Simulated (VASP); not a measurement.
# C (Fd-3m) in VASP: single point with PBEsol

Aim: the single point of C with PBEsol.

All numbers are computed with VASP 6.6.1; they aren't measurements. Logs are shortened: lines on timing, memory, paths and dates and some standing lists are left out, and cuts for length are marked.

## Step 1: The cell of the first run

The structure is cubic, space group Fd-3m (No. 227). The conventional cell has a = 3.554 Å, b = 3.554 Å, c = 3.554 Å, α = 90.00°, β = 90.00°, γ = 90.00°. C (site symmetry -43m) has 4 C at 1.54 Å within 2.1 Å.

## Step 2: Single point, PBEsol

The input, INCAR:

```
  ALGO = Normal
  EDIFF = 1E-6
  ENCUT = 600
  GGA = PS
  GGA_COMPAT = F
  ISIF = 2
  ISMEAR = 0
  LASPH = T
  LCHARG = F
  LREAL = F
  LWAVE = F
  NBANDS = 11
  NELM = 120
  PREC = Accurate
  SIGMA = 0.02
```

The input, KPOINTS:

```
k-points
0
Gamma
  6 6 6
```

The input, POSCAR:

```
C
1.0
    0.0000000000      1.7768347253      1.7768347253
    1.7768347253      0.0000000000      1.7768347253
    1.7768347253      1.7768347253      0.0000000000
C
2
Direct
    0.0000000000      0.0000000000      0.0000000000
    0.2500000000      0.2500000000      0.2500000000
```

Potentials or basis: VASP PAW PBE potentials, release 64 (C).

Launch:

```sh
$ cat potpaw_PBE.64/C/POTCAR > POTCAR
$ mpirun -np 1 vasp_std > vasp.out
```

OUTCAR:

```text
EDIFF = 1E-6
   ENCUT = 600
   GGA = PS
   ISIF = 2
   ISMEAR = 0
   LASPH = T
   LREAL = F
   NELM = 120
   PREC = Accurate

 ion  position               nearest neighbor table
   1  0.000  0.000  0.000-   2 1.54   2 1.54   2 1.54   2 1.54
   2  0.250  0.250  0.250-   1 1.54   1 1.54   1 1.54   1 1.54

  LATTYP: Found a face centered cubic cell.
 ALAT       =     3.5536694506

  Lattice vectors:

 A1 = (   0.0000000000,   1.7768347253,   1.7768347253)
 A2 = (   1.7768347253,   0.0000000000,   1.7768347253)
 A3 = (   1.7768347253,   1.7768347253,   0.0000000000)

Analysis of symmetry for initial positions (statically):
=====================================================================
 Subroutine PRICEL returns:
 Original cell was already a primitive cell.

 Routine SETGRP: Setting up the symmetry group for a
 face centered cubic supercell.

 Subroutine GETGRP returns: Found 48 space group operations
 (whereof 24 operations were pure point group operations)
 out of a pool of 48 trial point group operations.

The static configuration has the point symmetry T_d .
 The point group associated with its full space group is O_h .

Analysis of symmetry for dynamics (positions and initial velocities):
=====================================================================
 Subroutine PRICEL returns:
 Original cell was already a primitive cell.

 Routine SETGRP: Setting up the symmetry group for a
 face centered cubic supercell.

 Subroutine GETGRP returns: Found 48 space group operations
 (whereof 24 operations were pure point group operations)
 out of a pool of 48 trial point group operations.

The dynamic configuration has the point symmetry T_d .
 The point group associated with its full space group is O_h .

 Subroutine INISYM returns: Found 48 space group operations
 (whereof 24 operations are pure point group operations),
 and found     1 'primitive' translations

----------------------------------------------------------------------------------------

                                     Primitive cell

  volume of cell :      11.2194

  direct lattice vectors                    reciprocal lattice vectors
     0.000000000  1.776834725  1.776834725    -0.281399273  0.281399273  0.281399273
     1.776834725  0.000000000  1.776834725     0.281399273 -0.281399273  0.281399273
     1.776834725  1.776834725  0.000000000     0.281399273  0.281399273 -0.281399273

  length of vectors
     2.512823767  2.512823767  2.512823767     0.487397838  0.487397838  0.487397838

  position of ions in fractional coordinates (direct lattice)
     0.000000000  0.000000000  0.000000000
     0.250000000  0.250000000  0.250000000

  ion indices of the primitive-cell ions
   primitive index   ion index
                 1           1
                 2           2

----------------------------------------------------------------------------------------

 KPOINTS: k-points

Automatic generation of k-mesh.
 Grid dimensions read from file:
 generate k-points for:    6    6    6

 Generating k-lattice:

  Cartesian coordinates                     Fractional coordinates (reciprocal lattice)
    -0.046899879  0.046899879  0.046899879     0.166666667  0.000000000  0.000000000
     0.046899879 -0.046899879  0.046899879     0.000000000  0.166666667  0.000000000
     0.046899879  0.046899879 -0.046899879     0.000000000  0.000000000  0.166666667

  Length of vectors
     0.081232973  0.081232973  0.081232973

  Shift w.r.t. Gamma in fractional coordinates (k-lattice)
     0.000000000  0.000000000  0.000000000

 Subroutine IBZKPT returns following result:
 ===========================================

 Found     16 irreducible k-points:

 Following reciprocal coordinates:
            Coordinates               Weight
  0.000000  0.000000  0.000000      1.000000
  0.166667  0.000000  0.000000      8.000000
  0.333333  0.000000  0.000000      8.000000
  0.500000  0.000000  0.000000      4.000000
  0.166667  0.166667  0.000000      6.000000
  0.333333  0.166667  0.000000     24.000000
[... 8 lines left out ...]
 -0.333333  0.333333  0.166667     24.000000
 -0.333333  0.500000  0.166667     12.000000
   k-points           NKPTS =     16   k-points in BZ     NKDIM =     16   number of bands    NBANDS=     11
   number of dos      NEDOS =    301   number of ions     NIONS =      2
   total plane-waves  NPLWV =   8000
   dimension x,y,z NGX =    20 NGY =   20 NGZ =   20
   dimension x,y,z NGXF=    40 NGYF=   40 NGZF=   40
   ions per type =               2
   NGX,Y,Z   is equivalent  to a cutoff of  13.23, 13.23, 13.23 a.u.
   NGXF,Y,Z  is equivalent  to a cutoff of  26.46, 26.46, 26.46 a.u.
 SYSTEM =  unknown system
   PREC   = accura    normal or accurate (medium, high low for compatibility)
   ISTART =      0    job   : 0-new  1-cont  2-samecut
   ICHARG =      2    charge: 1-file 2-atom 10-const
   ISPIN  =      1    spin polarized calculation?
   LNONCOLLINEAR =      F non collinear calculations
   LSORBIT =      F    spin-orbit coupling
   LASPH  =      T    aspherical Exc in radial PAW
   ENCUT  =  600.0 eV  44.10 Ry    6.64 a.u.   5.02  5.02  5.02*2*pi/ulx,y,z
   NELM   =    120;   NELMIN=  2; NELMDL= -5     # of ELM steps
   EDIFF  = 0.1E-05   stopping-criterion for ELM
   LREAL  =      F    real-space projection
   EDIFFG = 0.1E-04   stopping-criterion for IOM
   NSW    =      0    number of steps for IOM
   IBRION =     -1    ionic relax: 0-MD 1-quasi-New 2-CG
   NFREE  =      0    steps in history (QN), initial steepest desc. (CG)
   ISIF   =      2    stress and relaxation
   ISYM   =      2    0-nonsym 1-usesym 2-fastsym
   POTIM  = 0.5000    time-step for ionic-motion
   TEBEG  =    0.0;   TEEND  =   0.0 temperature during run
   PSTRESS=    0.0 pullay stress
   NELECT =       8.0000    total number of electrons
   NUPDOWN=      -1.0000    fix difference up-down
   EMIN   =  10.00;   EMAX   =-10.00  energy-range for DOS
   EFERMI =   0.00;   METHOD = LEGACY
   ISMEAR =     0;   SIGMA  =   0.02  broadening in eV -4-tet -1-fermi 0-gaus
   EFERMI_NEDOS =   21; number of points for ismear=-14 and -15
   IALGO  =     38    algorithm
   IMIX   =      4    mixing-type and parameters
     AMIX     =   0.40;   BMIX     =  1.00
     AMIX_MAG =   1.60;   BMIX_MAG =  1.00
  volume/ion in A,a.u.               =       5.61        37.86
  Fermi-wavevector in a.u.,A,eV,Ry     =   1.462563  2.763843 29.104077  2.139089
  Thomas-Fermi vector in A             =   2.578761
   LORBIT       =      0    0 simple, 1 ext, 2 COOP (PROOUT), +10 PAW based schemes
   GGA     = PS    functional components
   LHFCALC =     F    Hartree Fock is set to
   AEXX    =    0.0000 exact exchange contribution
   IVDW    =     0    specifies the selected vdW correction
   LEPSILON=     F    determine dielectric tensor
   LRPA    =     F    only Hartree local field effects (RPA)
 non-spin polarized calculation
 Gauss-broadening in eV      SIGMA  =   0.02
  energy-cutoff  :      600.00
  volume of cell :       11.22
 maximum number of plane-waves:       388
   NGX =  9   NGY =  9   NGZ =  9

 number of electron       7.9999999 magnetization

 Free energy of the ion-electron system (eV)
  ---------------------------------------------------
  ext. energy  EPLUGINS =         0.00000000
  ---------------------------------------------------
  free energy    TOTEN  =       -19.24448080 eV

  energy without entropy =      -19.24448080  energy(sigma->0) =      -19.24448080

 E-fermi :   9.9565     XC(G=0): -13.4860

 val. band max:        9.8716076237   @ k =   0.0000   0.0000   0.0000
 cond. band min:      13.9311795365   @ k =   0.3333   0.3333   0.0000
 fundamental gap:      4.0595719128
 Fermi energy:         9.9565327044

 k-point     1 :       0.0000    0.0000    0.0000
  band No.  band energies     occupation
      1     -11.7998      2.00000
      2       9.8716      2.00000
      3       9.8716      2.00000
      4       9.8716      2.00000
      5      15.4403      0.00000
      6      15.4403      0.00000
      7      15.4403      0.00000
      8      23.4914      0.00000
      9      28.9704      0.00000
     10      36.4601      0.00000
     11      36.4601      0.00000

 k-point     2 :       0.1667    0.0000    0.0000
  band No.  band energies     occupation
      1     -11.0251      2.00000
      2       6.0629      2.00000
      3       8.8289      2.00000
      4       8.8289      2.00000
      5      16.8032      0.00000
      6      16.8032      0.00000
      7      17.2957      0.00000
      8      24.0523      0.00000
      9      29.9827      0.00000
     10      32.5926      0.00000
     11      32.5926      0.00000

 k-point     3 :       0.3333    0.0000    0.0000
  band No.  band energies     occupation
      1      -8.7487      2.00000
      2       0.3828      2.00000
      3       7.5167      2.00000
      4       7.5167      2.00000
      5      18.1381      0.00000
      6      18.1381      0.00000
      7      18.5488      0.00000
      8      25.1276      0.00000
      9      30.7071      0.00000
     10      33.0329      0.00000
     11      33.0329      0.00000

 k-point     4 :       0.5000    0.0000    0.0000
  band No.  band energies     occupation
      1      -5.9047      2.00000
      2      -3.7193      2.00000
      3       7.0316      2.00000
      4       7.0316      2.00000
      5      18.2999      0.00000
      6      18.2999      0.00000
      7      18.8600      0.00000
      8      25.4569      0.00000
      9      31.6724      0.00000
     10      34.0582      0.00000
     11      35.7924      0.00000
[... 127 lines left out ...]
 k-point    14 :       0.5000    0.3333    0.1667
  band No.  band energies     occupation
      1      -6.7842      2.00000
      2       1.1306      2.00000
      3       2.4228      2.00000
      4       4.9755      2.00000
      5      17.5405      0.00000
      6      19.7317      0.00000
      7      21.4132      0.00000
      8      24.1424      0.00000
      9      30.4608      0.00000
     10      31.9846      0.00000
     11      36.9425      0.00000

 k-point    15 :      -0.3333    0.3333    0.1667
  band No.  band energies     occupation
      1      -4.1141      2.00000
      2      -1.9934      2.00000
      3       1.9402      2.00000
      4       3.8197      2.00000
      5      18.5510      0.00000
      6      19.9381      0.00000
      7      23.7366      0.00000
      8      23.9529      0.00000
      9      27.9268      0.00000
     10      33.3229      0.00000
     11      37.1585      0.00000

 k-point    16 :      -0.3333    0.5000    0.1667
  band No.  band energies     occupation
      1      -2.4119      2.00000
      2      -2.4119      2.00000
      3       1.8972      2.00000
      4       1.8972      2.00000
      5      18.0097      0.00000
      6      18.0097      0.00000
      7      24.4854      0.00000
      8      24.4854      0.00000
      9      31.5934      0.00000
     10      31.5934      0.00000
     11      40.5315      0.00000

------------------------ aborting loop because EDIFF is reached ----------------------------------------

  FORCE on cell =-STRESS in cart. coord.  units (eV):
  Direction    XX          YY          ZZ          XY          YZ          ZX
  --------------------------------------------------------------------------------------
  -------------------------------------------------------------------------------------
  Total        0.0394087      0.0394087      0.0394087      0.0000000      0.0000000      0.0000000
  in kB        5.6277152      5.6277152      5.6277152      0.0000000      0.0000000      0.0000000
  external PRESSURE =       5.6277152 kB  Pullay stress =       0.0000000 kB

 VOLUME and BASIS-vectors are now :
 -----------------------------------------------------------------------------
  energy-cutoff  :      600.00
  volume of cell :       11.22
      direct lattice vectors                 reciprocal lattice vectors
     0.000000000  1.776834725  1.776834725    -0.281399273  0.281399273  0.281399273
     1.776834725  0.000000000  1.776834725     0.281399273 -0.281399273  0.281399273
     1.776834725  1.776834725  0.000000000     0.281399273  0.281399273 -0.281399273

 POSITION                                       TOTAL-FORCE (eV/Angst)
 -----------------------------------------------------------------------------------
      0.00000      0.00000      0.00000        -0.000000     -0.000000     -0.000000
      0.88842      0.88842      0.88842         0.000000      0.000000      0.000000
 -----------------------------------------------------------------------------------
    total drift:                                0.000000      0.000000      0.000000

  FREE ENERGIE OF THE ION-ELECTRON SYSTEM (eV)
  ---------------------------------------------------
  free  energy   TOTEN  =       -19.2444807983 eV

  energy  without entropy=      -19.2444807983  energy(sigma->0) =      -19.24448080
```

Wall time 5.5 s (1 thread of AMD EPYC 7R13, shared host); peak memory 0.08 GiB.

Results:

| Item | Value |
| --- | --- |
| Free energy | -19.2445 eV |
| Pressure | 0.6 GPa |
| Band gap on the k mesh | 4.06 eV, indirect (least direct gap 5.57 eV) |

Caveat: the k points lie up to 0.51 Å⁻¹ apart; the PAW data sets were made with another functional, which shifts forces and pressure a little.
